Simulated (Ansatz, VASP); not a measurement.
**Two plane-wave programs on Al32O**

```
Al O
1.0
     5.62884    0.00000    0.00000
    -2.81442    4.87472    0.00000
     0.00000    0.00000   33.55495
Al O
32 1
Direct
  0.16667 0.33333 0.11921
  0.16667 0.83333 0.11921
  0.66667 0.33333 0.11921
  0.66667 0.83333 0.11921
  0.00000 0.00000 0.18806
  0.00000 0.50000 0.18806
  0.50000 0.00000 0.18806
  0.50000 0.50000 0.18806
  0.33333 0.16667 0.25691
  0.33333 0.66667 0.25691
  0.83333 0.16667 0.25691
  0.83333 0.66667 0.25691
  0.00000 0.00000 0.32576
  0.00000 0.50000 0.32576
  0.50000 0.00000 0.32576
  0.50000 0.50000 0.32576
  0.16667 0.33333 0.39414
  0.16667 0.83333 0.39414
  0.66667 0.33333 0.39414
  0.66667 0.83333 0.39414
  0.00000 0.00000 0.46326
  0.00000 0.50000 0.46326
  0.50000 0.00000 0.46326
  0.50000 0.50000 0.46326
  0.33333 0.16667 0.53270
  0.33333 0.66667 0.53270
  0.83333 0.16667 0.53270
  0.83333 0.66667 0.53270
  0.00000 0.00000 0.60364
  0.00000 0.50000 0.60364
  0.50000 0.00000 0.60364
  0.50000 0.50000 0.60364
  0.25000 0.16667 0.67814
```

Alike in both runs: task single point; functional PBE; dispersion D3(BJ); k mesh 6 × 6 × 1; occupations gaussian, width 0.1 eV; no spin polarisation.

```csv
,VASP,Ansatz
version,VASP 6.6.1,Ansatz 0.2.0
potentials or method,"VASP PAW PBE potentials, release 64 (Al, O), cutoff 520 eV","scalar-relativistic, plane waves, PAW"
valence electrons in the cell,102,102
```

|  | VASP | Ansatz | Ansatz less VASP |
| --- | --- | --- | --- |
| gap on the k mesh at the Fermi level (eV) | none | none | - |
| rms of the force components (eV/Å) | 0.379 | 0.379 | +0.0003 |
| work function, face that differs most (eV) | 4.10 | 4.10 | 0.000 |

Atom by atom the forces differ by 0.001 eV/Å (rms over components). A gap of «none» marks a metal or a gap that the smearing closes.
